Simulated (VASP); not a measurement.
# SiC (zincblende type) (F-43m) in VASP: further runs

SiC (zincblende type) is run at these levels: PBE; tasks: single point, relaxation of cell and atoms.

Program: VASP 6.6.1. These are calculated values, not measurements. Logs are shortened: lines on timing, memory, paths and dates and some standing lists are left out, and cuts for length are marked.

## Step 1: The cell of the first run

The structure is cubic, space group F-43m (No. 216). Conventional cell: a = 4.136 Å, b = 4.136 Å, c = 4.136 Å, α = 90.00°, β = 90.00°, γ = 90.00°. Si (site symmetry -43m) has 4 C at 1.79 Å within 2.4 Å. Within 2.4 Å of C (site symmetry -43m) lie 4 Si at 1.79 Å.

## Step 2: Single point, PBE

Contents of INCAR:

```
PREC = Accurate ; ENCUT = 520
EDIFF = 1E-6 ; ISMEAR = -1
SIGMA = 0.1 ; LREAL = False
LASPH = True ; NELM = 60
ALGO = Normal ; ISIF = 2
LWAVE = False ; LCHARG = False
GGA = PE ; NBANDS = 11
```

Contents of KPOINTS:

```
regular mesh
0
Gamma
  16 16 16
```

Contents of POSCAR:

```
SiC
1.0
    0.0000000000      2.0677542094      2.0677542094
    2.0677542094      0.0000000000      2.0677542094
    2.0677542094      2.0677542094      0.0000000000
Si C
1 1
Direct
    0.0000000000      0.0000000000      0.0000000000
    0.2500000000      0.2500000000      0.2500000000
```

Potentials or basis: VASP PAW PBE potentials, release 64 (Si, C).

On the command line:

```console
cat potpaw_PBE.64/Si/POTCAR potpaw_PBE.64/C/POTCAR > POTCAR
mpirun -np 1 vasp_std > vasp.out
```

OUTCAR:

```text
PREC = Accurate
   ENCUT = 520
   EDIFF = 1E-6
   ISMEAR = -1
   LREAL = False
   LASPH = True
   NELM = 60
   ISIF = 2
   GGA = PE

 ion  position               nearest neighbor table
   1  0.000  0.000  0.000-   2 1.79   2 1.79   2 1.79   2 1.79
   2  0.250  0.250  0.250-   1 1.79   1 1.79   1 1.79   1 1.79

  LATTYP: Found a face centered cubic cell.
 ALAT       =     4.1355084188

  Lattice vectors:

 A1 = (   0.0000000000,   2.0677542094,   2.0677542094)
 A2 = (   2.0677542094,   0.0000000000,   2.0677542094)
 A3 = (   2.0677542094,   2.0677542094,   0.0000000000)

Analysis of symmetry for initial positions (statically):
=====================================================================
 Subroutine PRICEL returns:
 Original cell was already a primitive cell.

 Routine SETGRP: Setting up the symmetry group for a
 face centered cubic supercell.

 Subroutine GETGRP returns: Found 24 space group operations
 (whereof 24 operations were pure point group operations)
 out of a pool of 48 trial point group operations.

The static configuration has the point symmetry T_d .

Analysis of symmetry for dynamics (positions and initial velocities):
=====================================================================
 Subroutine PRICEL returns:
 Original cell was already a primitive cell.

 Routine SETGRP: Setting up the symmetry group for a
 face centered cubic supercell.

 Subroutine GETGRP returns: Found 24 space group operations
 (whereof 24 operations were pure point group operations)
 out of a pool of 48 trial point group operations.

The dynamic configuration has the point symmetry T_d .

 Subroutine INISYM returns: Found 24 space group operations
 (whereof 24 operations are pure point group operations),
 and found     1 'primitive' translations

----------------------------------------------------------------------------------------

                                     Primitive cell

  volume of cell :      17.6818

  direct lattice vectors                    reciprocal lattice vectors
     0.000000000  2.067754209  2.067754209    -0.241808237  0.241808237  0.241808237
     2.067754209  0.000000000  2.067754209     0.241808237 -0.241808237  0.241808237
     2.067754209  2.067754209  0.000000000     0.241808237  0.241808237 -0.241808237

  length of vectors
     2.924246047  2.924246047  2.924246047     0.418824152  0.418824152  0.418824152

  position of ions in fractional coordinates (direct lattice)
     0.000000000  0.000000000  0.000000000
[... 81 lines left out ...]
   NSW    =      0    number of steps for IOM
   IBRION =     -1    ionic relax: 0-MD 1-quasi-New 2-CG
   NFREE  =      0    steps in history (QN), initial steepest desc. (CG)
   ISIF   =      2    stress and relaxation
   ISYM   =      2    0-nonsym 1-usesym 2-fastsym
   POTIM  = 0.5000    time-step for ionic-motion
   TEBEG  =    0.0;   TEEND  =   0.0 temperature during run
   PSTRESS=    0.0 pullay stress
   NELECT =       8.0000    total number of electrons
   NUPDOWN=      -1.0000    fix difference up-down
   EMIN   =  10.00;   EMAX   =-10.00  energy-range for DOS
   EFERMI =   0.00;   METHOD = LEGACY
   ISMEAR =    -1;   SIGMA  =   0.10  broadening in eV -4-tet -1-fermi 0-gaus
   EFERMI_NEDOS =   21; number of points for ismear=-14 and -15
   IALGO  =     38    algorithm
   IMIX   =      4    mixing-type and parameters
     AMIX     =   0.40;   BMIX     =  1.00
     AMIX_MAG =   1.60;   BMIX_MAG =  1.00
  volume/ion in A,a.u.               =       8.84        59.66
  Fermi-wavevector in a.u.,A,eV,Ry     =   1.256790  2.374988 21.490676  1.579520
  Thomas-Fermi vector in A             =   2.390480
   LORBIT       =      0    0 simple, 1 ext, 2 COOP (PROOUT), +10 PAW based schemes
   GGA     = PE    functional components
   LHFCALC =     F    Hartree Fock is set to
   AEXX    =    0.0000 exact exchange contribution
   IVDW    =     0    specifies the selected vdW correction
   LEPSILON=     F    determine dielectric tensor
   LRPA    =     F    only Hartree local field effects (RPA)
 non-spin polarized calculation
  energy-cutoff  :      520.00
  volume of cell :       17.68
 maximum number of plane-waves:       531
 NGX is ok and might be reduce to    24
   NGX = 11   NGY = 11   NGZ = 11

 number of electron       8.0000001 magnetization

 Free energy of the ion-electron system (eV)
  ---------------------------------------------------
  ext. energy  EPLUGINS =         0.00000000
  ---------------------------------------------------
  free energy    TOTEN  =       -14.60198517 eV

  energy without entropy =      -14.60195455  energy(sigma->0) =      -14.60196986

 E-fermi :  10.6862     XC(G=0): -12.0565

 val. band max:        9.9688180937   @ k =   0.0000   0.0000   0.0000
 cond. band min:      11.1629574231   @ k =   0.5000   0.5000   0.0000
 fundamental gap:      1.1941393295
 Fermi energy:        10.6861589869

 k-point     1 :       0.0000    0.0000    0.0000
  band No.  band energies     occupation
      1      -6.7208      2.00000
      2       9.9688      1.99847
      3       9.9688      1.99847
      4       9.9688      1.99847
      5      18.0762      0.00000
      6      18.4632      0.00000
      7      18.4632      0.00000
      8      18.4632      0.00000
      9      25.4449      0.00000
     10      25.4449      0.00000
     11      28.5659      0.00000
[... 309 lines left out ...]
 k-point    24 :      -0.0625    0.0625    0.0000
  band No.  band energies     occupation
      1      -6.4906      2.00000
      2       9.0474      2.00000
      3       9.5304      1.99998
      4       9.9580      1.99863
      5      18.0951      0.00000
      6      18.6056      0.00000
      7      18.6360      0.00000
      8      19.2320      0.00000
      9      23.8007      0.00000
     10      24.8032      0.00000
     11      28.4290      0.00000

 [... further k-points ...]
[... 5 lines left out ...]
  --------------------------------------------------------------------------------------
  -------------------------------------------------------------------------------------
  Total        5.6094037      5.6094037      5.6094037      0.0000000      0.0000000      0.0000000
  in kB      508.2770992    508.2770992    508.2770992      0.0000000      0.0000000      0.0000000
  external PRESSURE =     508.2770992 kB  Pullay stress =       0.0000000 kB

 VOLUME and BASIS-vectors are now :
 -----------------------------------------------------------------------------
  energy-cutoff  :      520.00
  volume of cell :       17.68
      direct lattice vectors                 reciprocal lattice vectors
     0.000000000  2.067754209  2.067754209    -0.241808237  0.241808237  0.241808237
     2.067754209  0.000000000  2.067754209     0.241808237 -0.241808237  0.241808237
     2.067754209  2.067754209  0.000000000     0.241808237  0.241808237 -0.241808237

 POSITION                                       TOTAL-FORCE (eV/Angst)
 -----------------------------------------------------------------------------------
      0.00000      0.00000      0.00000         0.000000      0.000000      0.000000
      1.03388      1.03388      1.03388        -0.000000     -0.000000     -0.000000
 -----------------------------------------------------------------------------------
    total drift:                                0.000000      0.000000      0.000000

  FREE ENERGIE OF THE ION-ELECTRON SYSTEM (eV)
  ---------------------------------------------------
  free  energy   TOTEN  =       -14.6019851709 eV

  energy  without entropy=      -14.6019545539  energy(sigma->0) =      -14.60196986
```

stdout:

```text
POSCAR found type information on POSCAR SiC
 POSCAR found :  2 types and       2 ions
 scaLAPACK will be used
 LDA part: xc-table for (Slater+PW92), standard interpolation
 POSCAR, INCAR and KPOINTS ok, starting setup
 FFT: planning ... GRIDC
 FFT: planning ... GRID_SOFT
 FFT: planning ... GRID
 WAVECAR not read
 entering main loop
```

Run time: 11 s. Hardware: 1 thread of Intel Xeon 6975P-C (Granite Rapids), shared host; peak memory 0.15 GiB.

What came out:

```yaml
Free_energy: -14.6020 eV
Pressure: 50.8 GPa
Band_gap_on_the_k_mesh: 1.19 eV, indirect (least direct gap 4.68 eV)
```

A k mesh can miss the band edges. A hybrid or GW would open this gap; PBE tends to underestimate it.

## Step 3: Single point, PBE

Contents of INCAR:

```
PREC = Accurate
ENCUT = 520
EDIFF = 1E-6
ISMEAR = -1
SIGMA = 0.1
LREAL = False
LASPH = True
NELM = 100
ALGO = Normal
ISIF = 2
LWAVE = False
LCHARG = True
GGA = PE
LELF = True
LVHAR = True
NBANDS = 11
```

Contents of KPOINTS:

```
Automatic mesh
0
Gamma
  16 16 16
```

Contents of POSCAR:

```
SiC
1.0
    0.0000000000      2.0675733053      2.0675733053
    2.0675733053      0.0000000000      2.0675733053
    2.0675733053      2.0675733053      0.0000000000
Si C
1 1
Direct
    0.0000000000      0.0000000000      0.0000000000
    0.2500000000      0.2500000000      0.2500000000
```

Potentials or basis: VASP PAW PBE potentials, release 64 (Si, C).

On the command line:

```console
cat potpaw_PBE.64/Si/POTCAR potpaw_PBE.64/C/POTCAR > POTCAR
mpirun -np 1 vasp_std > vasp.out
```

Wall time 12 s (1 thread of Intel Xeon 6975P-C (Granite Rapids), shared host); peak memory 0.15 GiB.

Results (log left out):

| Item | Value |
| --- | --- |
| Free energy | -14.6005 eV |
| Pressure | 50.9 GPa |
| Band gap on the k mesh | 1.19 eV, indirect (least direct gap 4.68 eV) |

Levels at points of the mesh, in eV from the valence-band top:
| k point | band 1 | band 2 | band 3 | band 4 | band 5 | band 6 | band 7 | band 8 | band 9 |
| --- | --- | --- | --- | --- | --- | --- | --- | --- | --- |
| (0.00, 0.00, 0.00) | -16.69 | 0.00 | 0.00 | 0.00 | 8.11 | 8.50 | 8.50 | 8.50 | 15.48 |
| (0.50, 0.00, 0.00) | -12.50 | -9.45 | -1.08 | -1.08 | 6.92 | 7.89 | 7.89 | 10.94 | 18.29 |
| (0.50, 0.50, 0.00) | -10.89 | -8.33 | -3.48 | -3.48 | 1.19 | 4.91 | 15.94 | 15.94 | 17.07 |

(Continued in part 2 of 2.)
